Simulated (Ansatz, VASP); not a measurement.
**Al in VASP and in Ansatz**

```
CELL_PARAMETERS angstrom
2.74505 0.00000 0.00000
-1.37252 2.37728 0.00000
0.00000 0.00000 9.37763
ATOMIC_POSITIONS crystal
Al 0.00000 0.00000 0.00000
Al 0.33333 0.66667 0.25000
Al 0.00000 0.00000 0.50000
Al 0.66667 0.33333 0.75000
```

Alike in both runs: task single point; functional PBEsol; dispersion D3(BJ); k mesh 18 × 18 × 6; occupations gaussian, width 0.15 eV; no spin polarisation.

|  | VASP | Ansatz |
| --- | --- | --- |
| version | VASP 6.6.1 | Ansatz 0.2.0 |
| potentials or method | VASP PAW PBE potentials, release 64 (Al), cutoff 520 eV | scalar-relativistic, plane waves, PAW |
| valence electrons in the cell | 12 | 12 |

|  | VASP | Ansatz | Ansatz less VASP |
| --- | --- | --- | --- |
| gap on the k mesh at the Fermi level (eV) | none | none | - |
| pressure (GPa) | 2.2 | 2.1 | -0.12 |
| traceless stress, the component that is largest in VASP (GPa) | -2.89 | -2.87 | +0.022 |

VASP's potentials were made for PBE, not for PBEsol, and Ansatz warns of the same on its side. A gap of «none» marks a metal or a gap that the smearing closes.
